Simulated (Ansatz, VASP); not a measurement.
## Al2Si3N in VASP and in Ansatz

Contents of INCAR:

```
ALGO = Normal ; EDIFF = 1E-6
EDIFFG = -0.01 ; ENCUT = 600
GGA = PE ; IBRION = 2
ISIF = 3 ; ISMEAR = 0
LASPH = True ; LCHARG = False
LREAL = False ; LWAVE = False
NELM = 100 ; NSW = 100
PREC = Accurate ; SIGMA = 0.1
```

KPOINTS

```
k-points
0
Gamma
  12 12 12
```

File POSCAR:

```
Al2Si3N
1.0
    2.8715174686      1.6578713835      3.0299158616
   -2.8715174686      1.6578713835      3.0299158616
    0.0000000000     -3.3157427669      3.0299158616
Al Si N
2 3 1
Direct
    0.6323305432      0.6323305432      0.6323305432
    0.3676694568      0.3676694568      0.3676694568
    0.0000000000      0.5000000000      0.0000000000
    0.5000000000      0.0000000000      0.0000000000
    0.0000000000      0.0000000000      0.5000000000
    0.0000000000      0.0000000000      0.0000000000
```

Input for Ansatz:

```yaml
crystal:
  lattice:
    - [2.8715174686, 1.6578713835, 3.0299158616]
    - [-2.8715174686, 1.6578713835, 3.0299158616]
    - [0.0, -3.3157427669, 3.0299158616]
  atoms:
    - { symbol: Al, position: [0.6323305432, 0.6323305432, 0.6323305432] }
    - { symbol: Al, position: [0.3676694568, 0.3676694568, 0.3676694568] }
    - { symbol: Si, position: [0.0, 0.5, 0.0] }
    - { symbol: Si, position: [0.5, 0.0, 0.0] }
    - { symbol: Si, position: [0.0, 0.0, 0.5] }
    - { symbol: "N", position: [0.0, 0.0, 0.0] }
basis:
  ecutwfc: 420
kpoints:
  mp_grid: { grid: [12, 12, 12] }
hamiltonian:
  xc: pbe
scf:
  occupations: { method: gaussian, width: 0.1 }
output:
  forces: true
  stress: true
  eigenvalues: true
  write_density: true
  write_potential: true
  elf: true
  volumetric_format: npy
relax:
  adjacent_minimum: "off"
  f_tol: 0.01
  max_steps: 80
  cell: { stress_tol: 0.05 }
```

Change from the starting cell: species swapped into the Lu2Al3Fe type (R-3m, No. 166).

Alike in both runs: task relaxation of cell and atoms; functional PBE; k mesh 12 × 12 × 12; occupations gaussian, width 0.1 eV; no spin polarisation.

|  | VASP | Ansatz |
| --- | --- | --- |
| version | VASP 6.6.1 | Ansatz 0.2.0 |
| potentials or method | VASP PAW PBE potentials, release 64 (Al, Si, N), cutoff 600 eV | scalar-relativistic, plane waves, PAW |
| valence electrons in the cell | 23 | 23 |

|  | VASP | Ansatz | Ansatz less VASP |
| --- | --- | --- | --- |
| gap on the k mesh at the Fermi level, each at its own relaxed structure (eV) | none | none | - |
| relaxed volume (Å³/atom) | 14.46 | 14.46 | +0.001 |
| relaxed cell length with the largest relative difference (Å) | 4.494 | 4.494 | +0.0002 |

A gap of «none» marks a metal or a gap that the smearing closes.
